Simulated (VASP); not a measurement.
A run of VASP 6.6.1:

POSCAR

```
Os
1.0
    0.0000000000      1.9741750000      1.9158250000
    1.9741750000      0.0000000000      1.9158250000
    1.9741750000      1.9741750000      0.0000000000
Os
1
Direct
    0.0000000000      0.0000000000      0.0000000000
```

The input INCAR.step1:

```
PREC = Accurate
ENCUT = 520
ISMEAR = 0
SIGMA = 0.15
LREAL = F
LASPH = T
NELM = 80
NBANDS = 10
GGA = PE
ALGO = Normal
EDIFF = 1E-4
LWAVE = T
LCHARG = F
```

The input INCAR.step2:

```
PREC = Accurate
ENCUT = 520
EDIFF = 1E-6
ISMEAR = 0
SIGMA = 0.15
LREAL = F
LASPH = T
NELM = 80
ALGO = Normal
ISIF = 2
LWAVE = F
LCHARG = T
METAGGA = R2SCAN
LMIXTAU = T
LELF = T
LVHAR = T
NBANDS = 10
ISTART = 1
```

KPOINTS

```
Automatic mesh
0
Gamma
  20 20 20
```

Potentials or basis: VASP PAW PBE potentials, release 64 (Os).

Run with:

```sh
$ cat potpaw_PBE.64/Os/POTCAR > POTCAR
$ cp INCAR.step1 INCAR
$ mpirun -np 1 vasp_std > vasp.out
$ cp INCAR.step2 INCAR
$ mpirun -np 1 vasp_std > vasp.out
```

Hardware: 1 thread of Intel(R) Xeon(R) 6975P-C (Granite Rapids) (shared host).

**Question.** Estimate the wall time of this run.

**Answer.** It took 120 s on 1 thread of Intel(R) Xeon(R) 6975P-C (Granite Rapids), with other jobs on the host, peak memory 0.22 GiB. Counts: k points 641.
